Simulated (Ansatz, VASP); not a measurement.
# Ru: VASP beside Ansatz

```
CELL_PARAMETERS angstrom
2.71957 0.00000 0.00000
-1.35979 2.35522 0.00000
0.00000 0.00000 8.73072
ATOMIC_POSITIONS crystal
Ru 0.00000 0.00000 0.00000
Ru 0.00000 0.00000 0.50000
Ru 0.33333 0.66667 0.25000
Ru 0.66667 0.33333 0.75000
```

Alike in both runs: task single point; functional revPBE; k mesh 15 × 15 × 4; occupations fermi-dirac, width 0.1 eV; no spin polarisation.

|  | VASP | Ansatz |
| --- | --- | --- |
| version | VASP 6.6.1 | Ansatz 0.2.0 |
| potentials or method | VASP PAW PBE potentials, release 64 (Ru_pv), cutoff 520 eV | plane waves (420 eV) with PAW, scalar-relativistic |
| valence electrons in the cell | 56 | 64 |

```csv
,VASP,Ansatz,Ansatz less VASP
pressure (GPa),-0.2,-0.2,+0.08
"traceless stress, the component that is largest in VASP (GPa)",0.74,0.74,0.000
```

VASP's potentials were made for PBE, not for revPBE. The functional is the same, so the differences come from potentials, cutoffs and numerics. VASP's potentials hold 56 valence electrons a cell and Ansatz's 64, so a difference there can come from the potentials and not from the codes.
